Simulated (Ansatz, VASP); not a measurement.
**Two plane-wave programs on Ge**

The input INCAR:

```
SYSTEM = Ge
PREC = Accurate ; ENCUT = 520
EDIFF = 1E-6 ; ISMEAR = 0
SIGMA = 0.15 ; LREAL = .FALSE.
LASPH = .TRUE. ; NELM = 100
ALGO = Normal ; ISIF = 2
LWAVE = .FALSE. ; LCHARG = .FALSE.
GGA = PE ; NBANDS = 36
```

KPOINTS

```
Automatic mesh
0
G
  12 12 8
  0 0 0
```

The input POSCAR:

```
Ge
1.0
    4.0581567077      0.0000000000      0.0000000000
   -2.0290783539      3.5144668014      0.0000000000
    0.0000000000      0.0000000000      6.8933040382
Ge
4
Direct
    0.6666666667      0.3333333333      0.0627911807
    0.3333333333      0.6666666667      0.5627911807
    0.6666666667      0.3333333333      0.4372088193
    0.3333333333      0.6666666667      0.9372088193
```

Input for Ansatz:

```yaml
crystal:
  lattice:
    - [4.0581567077, 0.0, 0.0]
    - [-2.0290783539, 3.5144668014, 0.0]
    - [0.0, 0.0, 6.8933040382]
  atoms:
    - { symbol: Ge, position: [0.6666666667, 0.3333333333, 0.0627911807] }
    - { symbol: Ge, position: [0.3333333333, 0.6666666667, 0.5627911807] }
    - { symbol: Ge, position: [0.6666666667, 0.3333333333, 0.4372088193] }
    - { symbol: Ge, position: [0.3333333333, 0.6666666667, 0.9372088193] }
basis:
  ecutwfc: 420
kpoints:
  mp_grid: { grid: [12, 12, 8] }
hamiltonian:
  xc: pbe
scf:
  occupations: { method: gaussian, width: 0.15 }
output:
  forces: true
  stress: true
  eigenvalues: true
```

Change from the starting cell: strain +0.000 along x and y, +0.030 along z, atoms carried along.

Alike in both runs: task single point; functional PBE; k mesh 12 × 12 × 8; occupations gaussian, width 0.15 eV; no spin polarisation.

|  | VASP | Ansatz |
| --- | --- | --- |
| version | VASP 6.6.1 | Ansatz 0.2.0 |
| potentials or method | VASP PAW PBE potentials, release 64 (Ge_d), cutoff 520 eV | scalar-relativistic, plane waves, PAW |
| valence electrons in the cell | 56 | 56 |

|  | VASP | Ansatz | Ansatz less VASP |
| --- | --- | --- | --- |
| pressure (GPa) | -1.6 | -1.6 | 0.00 |
| traceless stress, the component that is largest in VASP (GPa) | -2.66 | -2.67 | -0.008 |
| rms of the force components (eV/Å) | 0.102 | 0.103 | +0.0006 |

Atom by atom the forces differ by 0.001 eV/Å (rms over components).
